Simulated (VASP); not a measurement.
**Ba: single point with PBE**

The system is Ba.

```xyz
2
Lattice="0.0000 3.7884 3.7884 3.7884 0.0000 3.7884 3.7884 3.7884 0.0000" Properties=species:S:1:pos:R:3 pbc="T T T"
Ba    0.0000    0.0000    0.0000
Ba    1.8942    1.8942    1.8942
```

This isn't the form of Ba at room conditions, which is bcc.

```yaml
Program: VASP 6.6.1
Task: single point
Functional: PBE
Potentials_or_basis: VASP PAW PBE potentials, release 64 (Ba_sv)
Cutoff: 520 eV
k_mesh: 13 × 13 × 13
Occupations: fermi-dirac, width 0.0612256 eV
Spin: no spin polarisation
Dipole_correction: no
Further_INCAR_settings: ALGO = Normal; EDIFF = 1e-06; NBANDS = 17
```

```
Pressure               : 0.9 GPa
Band gap on the k mesh : zero (bands 10 and 11 overlap by 0.18 eV)
```

Levels at points of the mesh, in eV from the Fermi level:
```csv
k point,band 8,band 9,band 10,band 11,band 12,band 13
"(0.00, 0.00, 0.00)",-13.70,-2.10,0.14,0.14,1.35,1.35
```

Wall time 2.7 min on 1 thread of Oxide Virtual Turin-like Processor, on a shared host, peak memory 0.28 GiB.

Caveat: spin-orbit coupling is left out, which moves the levels of the heavy elements.
